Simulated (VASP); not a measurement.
Ni: single point with LDA

Crystal: Ni.

```
Ni
1.0
     2.49604    0.00000    0.00000
    -1.24802    2.16163    0.00000
     0.00000    0.00000    4.15269
Ni
2
Cartesian
  0.0000 1.4411 1.0382
  1.2480 0.7205 3.1145
```

This isn't the form of Ni at room conditions, which is fcc.

| Item | Value |
| --- | --- |
| Program | VASP 6.6.1 |
| Task | single point |
| Functional | LDA |
| Potentials or basis | VASP PAW LDA potentials, release 64 (Ni) |
| Cutoff | 520 eV |
| k mesh | 15 × 15 × 8 |
| Occupations | fermi-dirac, width 0.08 eV |
| Spin | collinear spin, ferromagnetic start |
| Starting moments | [1.5, 1.5] μB |
| Dipole correction | no |
| Further INCAR settings | ALGO = Normal; EDIFF = 1e-06; NBANDS = 21 |

The pressure is -20.4 GPa. The net moment is 1.24 μB per cell, the site moments are Ni +0.63 μB and the valence electrons inside the program's atomic spheres are Ni 9.27.

Stress tensor (GPa, compression positive):
```
-19.51   0.00   0.00
  0.00 -19.51   0.00
  0.00   0.00 -22.29
```

Levels at points of the mesh, in eV from the Fermi level:
Spin up:
```csv
k point,band 7,band 8,band 9,band 10,band 11,band 12,band 13,band 14,band 15,band 16
"(0.00, 0.00, 0.00)",-1.96,-1.50,-1.50,-0.64,-0.64,-0.39,5.24,22.66,24.18,24.18
"(0.00, 0.00, 0.50)",-2.23,-2.23,-0.91,-0.91,-0.91,-0.91,13.66,13.66,23.32,23.32
```
Spin down:
| k point | band 5 | band 6 | band 7 | band 8 | band 9 | band 10 | band 11 | band 12 | band 13 | band 14 |
| --- | --- | --- | --- | --- | --- | --- | --- | --- | --- | --- |
| (0.00, 0.00, 0.00) | -1.60 | -1.35 | -1.35 | -0.89 | -0.89 | -0.36 | 0.01 | 0.01 | 5.62 | 22.64 |
| (0.00, 0.00, 0.50) | -1.63 | -1.63 | -1.63 | -1.63 | -0.27 | -0.27 | -0.27 | -0.27 | 13.84 | 13.84 |

Wall time 75 s on 1 thread of AMD EPYC 9R45 96-Core Processor (Zen 5), with other jobs on the host, peak memory 0.16 GiB.

Caveat: the cell stands under tension.
